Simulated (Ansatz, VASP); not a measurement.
**Two plane-wave programs on Na3Cl2**

```
Na Cl
1.0
     8.02646    0.00000    0.00000
     0.00000    8.02646    0.00000
     0.00000    0.00000    3.96545
Na Cl
6 4
Cartesian
  0.0000 0.0000 0.0000
  4.0132 4.0132 0.0000
  1.2345 5.2477 1.9827
  2.7788 1.2345 1.9827
  6.7920 2.7788 1.9827
  5.2477 6.7920 1.9827
  2.7565 6.7698 0.0000
  1.2567 2.7565 0.0000
  5.2699 1.2567 0.0000
  6.7698 5.2699 0.0000
```

Alike in both runs: functional PBE; k mesh 2 × 2 × 4; occupations gaussian, width 0.1 eV; no spin polarisation.

Ansatz relaxed the structure, and its values are those at the end. VASP's run is a single point on that final structure, the one shown.

|  | VASP | Ansatz |
| --- | --- | --- |
| version | VASP 6.6.1 | Ansatz 0.2.0 |
| potentials or method | VASP PAW PBE potentials, release 64 (Na_pv, Cl), cutoff 520 eV | scalar-relativistic, plane waves, PAW |
| valence electrons in the cell | 70 | 82 |

Ansatz gave:

- gap on the k mesh at the Fermi level (eV): none
- pressure (GPa): 0.1
- rms of the force components (eV/Å): 0.016

Problem. Estimate VASP's values.

Solution. gap on the k mesh at the Fermi level (eV): none; pressure (GPa): 0.0; rms of the force components (eV/Å): 0.016.

A gap of «none» marks a metal or a gap that the smearing closes. With one functional, cell and mesh, what is left measures potentials, basis and numerics. VASP's potentials hold 70 valence electrons a cell and Ansatz's 82, so a difference there can come from the potentials and not from the codes.

The k mesh is coarse, so the values compare programs but aren't converged.
